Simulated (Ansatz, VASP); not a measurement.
**HfO2: VASP beside Ansatz**

```
Hf O
1.0
     0.00000    2.45263    2.45263
     2.45263    0.00000    2.45263
     2.45263    2.45263    0.00000
Hf O
1 2
Direct
  0.00000 0.00000 0.00000
  0.25000 0.25000 0.25000
  0.75000 0.75000 0.75000
```

Alike in both runs: task single point; functional PBEsol; k mesh 8 × 8 × 8; occupations gaussian, width 0.05 eV; no spin polarisation.

|  | VASP | Ansatz |
| --- | --- | --- |
| version | VASP 6.6.1 | Ansatz 0.2.0 |
| potentials or method | VASP PAW PBE potentials, release 64 (Hf_pv, O), cutoff 520 eV | scalar-relativistic, plane waves, PAW |
| valence electrons in the cell | 22 | 38 |

|  | VASP | Ansatz | Ansatz less VASP |
| --- | --- | --- | --- |
| gap on the k mesh at the Fermi level (eV) | 3.92 | 3.87 | -0.050 |
| least direct gap on the mesh (eV) | 3.92 | 3.87 | -0.050 |
| pressure (GPa) | 21.9 | 26.3 | +4.39 |

VASP's potentials were made for PBE, not for PBEsol. The functional is the same, so the differences come from potentials, cutoffs and numerics. VASP's potentials hold 22 valence electrons a cell and Ansatz's 38, so a difference there can come from the potentials and not from the codes.

Neither program's run includes spin-orbit coupling.
